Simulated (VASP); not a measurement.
# BP (F-43m) in VASP: further runs

Runs on BP. Level: PBEsol. Tasks: single point.

Everything below comes from runs of VASP 6.6.1. Logs are shortened: lines on timing, memory, paths and dates and some standing lists are left out, and cuts for length are marked.

## 1. The cell of the first run

The structure is cubic, space group F-43m (No. 216). The conventional cell has a = 4.537 Å, b = 4.537 Å, c = 4.537 Å, α = 90.00°, β = 90.00°, γ = 90.00°. Within 2.6 Å of B (site symmetry -43m) lie 4 P at 1.96 Å. P (site symmetry -43m) has 4 B at 1.96 Å within 2.6 Å.

## 2. Single point, PBEsol

Contents of INCAR:

```
  PREC = Accurate
  ENCUT = 520
  EDIFF = 1E-7
  ISMEAR = 0
  SIGMA = 0.01
  LREAL = F
  LASPH = T
  NELM = 100
  ALGO = Normal
  ISIF = 2
  LWAVE = F
  LCHARG = T
  GGA = PS
  LELF = T
  LVHAR = T
  NBANDS = 11
```

Contents of KPOINTS:

```
Automatic mesh
0
Gamma
  6 6 6
```

Contents of POSCAR:

```
BP
1.0
    0.0000000000      2.2683156840      2.2683156840
    2.2683156840      0.0000000000      2.2683156840
    2.2683156840      2.2683156840      0.0000000000
B P
1 1
Direct
    0.0000000000      0.0000000000      0.0000000000
    0.2500000000      0.2500000000      0.2500000000
```

Potentials or basis: VASP PAW PBE potentials, release 64 (B, P).

Run with:

```bash
$ cat potpaw_PBE.64/B/POTCAR potpaw_PBE.64/P/POTCAR > POTCAR
$ mpirun -np 1 vasp_std > vasp.out
```

OUTCAR:

```text
PREC = Accurate
   ENCUT = 520
   EDIFF = 1E-7
   ISMEAR = 0
   LREAL = F
   LASPH = T
   NELM = 100
   ISIF = 2
   GGA = PS

 ion  position               nearest neighbor table
   1  0.000  0.000  0.000-   2 1.96   2 1.96   2 1.96   2 1.96
   2  0.250  0.250  0.250-   1 1.96   1 1.96   1 1.96   1 1.96

  LATTYP: Found a face centered cubic cell.
 ALAT       =     4.5366313680

  Lattice vectors:

 A1 = (   0.0000000000,   2.2683156840,   2.2683156840)
 A2 = (   2.2683156840,   0.0000000000,   2.2683156840)
 A3 = (   2.2683156840,   2.2683156840,   0.0000000000)

Analysis of symmetry for initial positions (statically):
=====================================================================
 Subroutine PRICEL returns:
 Original cell was already a primitive cell.

 Routine SETGRP: Setting up the symmetry group for a
 face centered cubic supercell.

 Subroutine GETGRP returns: Found 24 space group operations
 (whereof 24 operations were pure point group operations)
 out of a pool of 48 trial point group operations.

The static configuration has the point symmetry T_d .

Analysis of symmetry for dynamics (positions and initial velocities):
=====================================================================
 Subroutine PRICEL returns:
 Original cell was already a primitive cell.

 Routine SETGRP: Setting up the symmetry group for a
 face centered cubic supercell.

 Subroutine GETGRP returns: Found 24 space group operations
 (whereof 24 operations were pure point group operations)
 out of a pool of 48 trial point group operations.

The dynamic configuration has the point symmetry T_d .

 Subroutine INISYM returns: Found 24 space group operations
 (whereof 24 operations are pure point group operations),
 and found     1 'primitive' translations

----------------------------------------------------------------------------------------

                                     Primitive cell

  volume of cell :      23.3421

  direct lattice vectors                    reciprocal lattice vectors
     0.000000000  2.268315684  2.268315684    -0.220427872  0.220427872  0.220427872
     2.268315684  0.000000000  2.268315684     0.220427872 -0.220427872  0.220427872
     2.268315684  2.268315684  0.000000000     0.220427872  0.220427872 -0.220427872

  length of vectors
     3.207882804  3.207882804  3.207882804     0.381792274  0.381792274  0.381792274

  position of ions in fractional coordinates (direct lattice)
     0.000000000  0.000000000  0.000000000
     0.250000000  0.250000000  0.250000000

  ion indices of the primitive-cell ions
   primitive index   ion index
                 1           1
                 2           2

----------------------------------------------------------------------------------------

 KPOINTS: Automatic mesh

Automatic generation of k-mesh.
 Grid dimensions read from file:
 generate k-points for:    6    6    6

 Generating k-lattice:

  Cartesian coordinates                     Fractional coordinates (reciprocal lattice)
    -0.036737979  0.036737979  0.036737979     0.166666667  0.000000000  0.000000000
     0.036737979 -0.036737979  0.036737979     0.000000000  0.166666667  0.000000000
     0.036737979  0.036737979 -0.036737979     0.000000000  0.000000000  0.166666667

  Length of vectors
     0.063632046  0.063632046  0.063632046

  Shift w.r.t. Gamma in fractional coordinates (k-lattice)
     0.000000000  0.000000000  0.000000000

 Subroutine IBZKPT returns following result:
 ===========================================

 Found     16 irreducible k-points:

 Following reciprocal coordinates:
            Coordinates               Weight
  0.000000  0.000000  0.000000      1.000000
  0.166667  0.000000  0.000000      8.000000
  0.333333  0.000000  0.000000      8.000000
  0.500000  0.000000  0.000000      4.000000
  0.166667  0.166667  0.000000      6.000000
  0.333333  0.166667  0.000000     24.000000
[... 8 lines left out ...]
 -0.333333  0.333333  0.166667     24.000000
 -0.333333  0.500000  0.166667     12.000000
   k-points           NKPTS =     16   k-points in BZ     NKDIM =     16   number of bands    NBANDS=     11
   number of dos      NEDOS =    301   number of ions     NIONS =      2
   total plane-waves  NPLWV =  13824
   dimension x,y,z NGX =    24 NGY =   24 NGZ =   24
   dimension x,y,z NGXF=    48 NGYF=   48 NGZF=   48
   ions per type =               1   1
   NGX,Y,Z   is equivalent  to a cutoff of  12.44, 12.44, 12.44 a.u.
   NGXF,Y,Z  is equivalent  to a cutoff of  24.88, 24.88, 24.88 a.u.
 SYSTEM =  unknown system
   PREC   = accura    normal or accurate (medium, high low for compatibility)
   ISTART =      0    job   : 0-new  1-cont  2-samecut
   ICHARG =      2    charge: 1-file 2-atom 10-const
   ISPIN  =      1    spin polarized calculation?
   LNONCOLLINEAR =      F non collinear calculations
   LSORBIT =      F    spin-orbit coupling
   LASPH  =      T    aspherical Exc in radial PAW
   ENCUT  =  520.0 eV  38.22 Ry    6.18 a.u.   5.96  5.96  5.96*2*pi/ulx,y,z
   NELM   =    100;   NELMIN=  2; NELMDL= -5     # of ELM steps
   EDIFF  = 0.1E-06   stopping-criterion for ELM
   LREAL  =      F    real-space projection
   EDIFFG = 0.1E-05   stopping-criterion for IOM
   NSW    =      0    number of steps for IOM
   IBRION =     -1    ionic relax: 0-MD 1-quasi-New 2-CG
   NFREE  =      0    steps in history (QN), initial steepest desc. (CG)
   ISIF   =      2    stress and relaxation
   ISYM   =      2    0-nonsym 1-usesym 2-fastsym
   POTIM  = 0.5000    time-step for ionic-motion
   TEBEG  =    0.0;   TEEND  =   0.0 temperature during run
   PSTRESS=    0.0 pullay stress
   NELECT =       8.0000    total number of electrons
   NUPDOWN=      -1.0000    fix difference up-down
   EMIN   =  10.00;   EMAX   =-10.00  energy-range for DOS
   EFERMI =   0.00;   METHOD = LEGACY
   ISMEAR =     0;   SIGMA  =   0.01  broadening in eV -4-tet -1-fermi 0-gaus
   EFERMI_NEDOS =   21; number of points for ismear=-14 and -15
   IALGO  =     38    algorithm
   IMIX   =      4    mixing-type and parameters
     AMIX     =   0.40;   BMIX     =  1.00
     AMIX_MAG =   1.60;   BMIX_MAG =  1.00
  volume/ion in A,a.u.               =      11.67        78.76
  Fermi-wavevector in a.u.,A,eV,Ry     =   1.145666  2.164995 17.858333  1.312550
  Thomas-Fermi vector in A             =   2.282353
   LORBIT       =      0    0 simple, 1 ext, 2 COOP (PROOUT), +10 PAW based schemes
   GGA     = PS    functional components
   LHFCALC =     F    Hartree Fock is set to
   AEXX    =    0.0000 exact exchange contribution
   IVDW    =     0    specifies the selected vdW correction
   LEPSILON=     F    determine dielectric tensor
   LRPA    =     F    only Hartree local field effects (RPA)
 non-spin polarized calculation
 Gauss-broadening in eV      SIGMA  =   0.01
  energy-cutoff  :      520.00
  volume of cell :       23.34
 maximum number of plane-waves:       636
   NGX = 11   NGY = 11   NGZ = 11

 number of electron       8.0000000 magnetization

 Free energy of the ion-electron system (eV)
  ---------------------------------------------------
  ext. energy  EPLUGINS =         0.00000000
  ---------------------------------------------------
  free energy    TOTEN  =       -13.65430656 eV

  energy without entropy =      -13.65430656  energy(sigma->0) =      -13.65430656

 E-fermi :   7.4682     XC(G=0): -11.0472

 val. band max:        7.4226420802   @ k =   0.0000   0.0000   0.0000
 cond. band min:       8.6426490206   @ k =   0.5000   0.5000   0.0000
 fundamental gap:      1.2200069404
 Fermi energy:         7.4681666035

 k-point     1 :       0.0000    0.0000    0.0000
  band No.  band energies     occupation
      1      -8.0860      2.00000
      2       7.4226      2.00000
      3       7.4226      2.00000
      4       7.4226      2.00000
      5      10.7777      0.00000
      6      10.7777      0.00000
      7      10.7777      0.00000
      8      14.7789      0.00000
      9      18.6678      0.00000
     10      19.5428      0.00000
     11      19.5428      0.00000

 k-point     2 :       0.1667    0.0000    0.0000
  band No.  band energies     occupation
      1      -7.5861      2.00000
      2       4.5613      2.00000
      3       6.7498      2.00000
      4       6.7498      2.00000
      5      11.3960      0.00000
      6      11.6896      0.00000
      7      11.6896      0.00000
      8      16.0461      0.00000
      9      18.3023      0.00000
     10      18.3023      0.00000
     11      19.9314      0.00000

 k-point     3 :       0.3333    0.0000    0.0000
  band No.  band energies     occupation
      1      -6.1607      2.00000
      2       0.6436      2.00000
      3       5.9434      2.00000
      4       5.9434      2.00000
      5      11.2735      0.00000
      6      12.2261      0.00000
      7      12.2261      0.00000
      8      17.3846      0.00000
      9      19.2576      0.00000
     10      19.2576      0.00000
     11      20.6624      0.00000

 k-point     4 :       0.5000    0.0000    0.0000
  band No.  band energies     occupation
      1      -4.7318      2.00000
      2      -1.6831      2.00000
      3       5.6539      2.00000
      4       5.6539      2.00000
      5      11.1589      0.00000
      6      12.0694      0.00000
      7      12.0694      0.00000
      8      17.3509      0.00000
      9      22.0171      0.00000
     10      22.0171      0.00000
     11      22.0628      0.00000
[... 127 lines left out ...]
 k-point    14 :       0.5000    0.3333    0.1667
  band No.  band energies     occupation
      1      -4.9311      2.00000
      2       0.8815      2.00000
      3       2.3573      2.00000
      4       4.1181      2.00000
      5      11.3531      0.00000
      6      12.8380      0.00000
      7      13.8607      0.00000
      8      16.9113      0.00000
      9      20.0730      0.00000
     10      20.9319      0.00000
     11      25.0445      0.00000

 k-point    15 :      -0.3333    0.3333    0.1667
  band No.  band energies     occupation
      1      -3.6115      2.00000
      2      -0.7322      2.00000
      3       1.8669      2.00000
      4       3.3943      2.00000
      5      11.8378      0.00000
      6      13.0610      0.00000
      7      15.9692      0.00000
      8      16.5296      0.00000
      9      17.8634      0.00000
     10      22.2173      0.00000
     11      24.9066      0.00000

 k-point    16 :      -0.3333    0.5000    0.1667
  band No.  band energies     occupation
      1      -2.9977      2.00000
      2      -0.8117      2.00000
      3       2.0543      2.00000
      4       2.1750      2.00000
      5      11.1652      0.00000
      6      11.7623      0.00000
      7      16.5142      0.00000
      8      17.1433      0.00000
      9      20.3288      0.00000
     10      23.5866      0.00000
     11      23.8421      0.00000

------------------------ aborting loop because EDIFF is reached ----------------------------------------

  FORCE on cell =-STRESS in cart. coord.  units (eV):
  Direction    XX          YY          ZZ          XY          YZ          ZX
  --------------------------------------------------------------------------------------
  -------------------------------------------------------------------------------------
  Total       -0.2296572     -0.2296572     -0.2296572      0.0000000     -0.0000000     -0.0000000
  in kB      -15.7634113    -15.7634113    -15.7634113      0.0000000     -0.0000000     -0.0000000
  external PRESSURE =     -15.7634113 kB  Pullay stress =       0.0000000 kB

 VOLUME and BASIS-vectors are now :
 -----------------------------------------------------------------------------
  energy-cutoff  :      520.00
  volume of cell :       23.34
      direct lattice vectors                 reciprocal lattice vectors
     0.000000000  2.268315684  2.268315684    -0.220427872  0.220427872  0.220427872
     2.268315684  0.000000000  2.268315684     0.220427872 -0.220427872  0.220427872
     2.268315684  2.268315684  0.000000000     0.220427872  0.220427872 -0.220427872

 POSITION                                       TOTAL-FORCE (eV/Angst)
 -----------------------------------------------------------------------------------
      0.00000      0.00000      0.00000         0.000000      0.000000      0.000000
      1.13416      1.13416      1.13416        -0.000000     -0.000000     -0.000000
 -----------------------------------------------------------------------------------
    total drift:                                0.000000      0.000000      0.000000

  FREE ENERGIE OF THE ION-ELECTRON SYSTEM (eV)
  ---------------------------------------------------
  free  energy   TOTEN  =       -13.6543065615 eV

  energy  without entropy=      -13.6543065615  energy(sigma->0) =      -13.65430656
```

It took 5.3 s on 1 thread of Intel Xeon Platinum 8488C (Sapphire Rapids), shared host; peak memory 0.13 GiB.

What came out:

```yaml
Free_energy: -13.6543 eV
Pressure: -1.6 GPa
Band_gap_on_the_k_mesh: 1.22 eV, indirect (least direct gap 3.36 eV)
```

Caveat: the PAW data sets were made with another functional, which shifts forces and pressure a little.

## 3. Single point, PBEsol

Contents of INCAR:

```
SYSTEM = BP
ALGO = Normal
EDIFF = 1E-6
ENCUT = 520
GGA = PS
ISIF = 2
ISMEAR = 0
LASPH = .TRUE.
LCHARG = .FALSE.
LREAL = .FALSE.
LWAVE = .FALSE.
NBANDS = 11
NELM = 60
PREC = Accurate
SIGMA = 0.2
```

Contents of KPOINTS:

```
k-points
0
G
  6 6 6
  0 0 0
```

POSCAR is that of step 2.

Potentials or basis: VASP PAW PBE potentials, release 64 (B, P).

Run with:

```bash
$ cat potpaw_PBE.64/B/POTCAR potpaw_PBE.64/P/POTCAR > POTCAR
$ mpirun -np 1 vasp_std > vasp.out
```

It took 3.2 s on 1 thread of Intel Xeon Platinum 8488C (Sapphire Rapids), shared host; peak memory 0.13 GiB.

The run converged. Its results:

```yaml
Free_energy: -13.6543 eV
Pressure: -1.6 GPa
Band_gap_on_the_k_mesh: 1.22 eV, indirect (least direct gap 3.36 eV)
```

Levels at points of the mesh, in eV from the valence-band top:
```
           k point  band 1  band 2  band 3  band 4  band 5  band 6  band 7  band 8
(0.00, 0.00, 0.00)  -15.51    0.00    0.00    0.00    3.36    3.36    3.36    7.36
(0.50, 0.00, 0.00)  -12.15   -9.11   -1.77   -1.77    3.74    4.65    4.65    9.93
(0.50, 0.50, 0.00)  -10.63   -8.61   -4.15   -4.15    1.22    1.51   12.10   12.10
```

Caveat: the PAW data sets were made with another functional, which shifts forces and pressure a little.

[end of part 1 of 2]
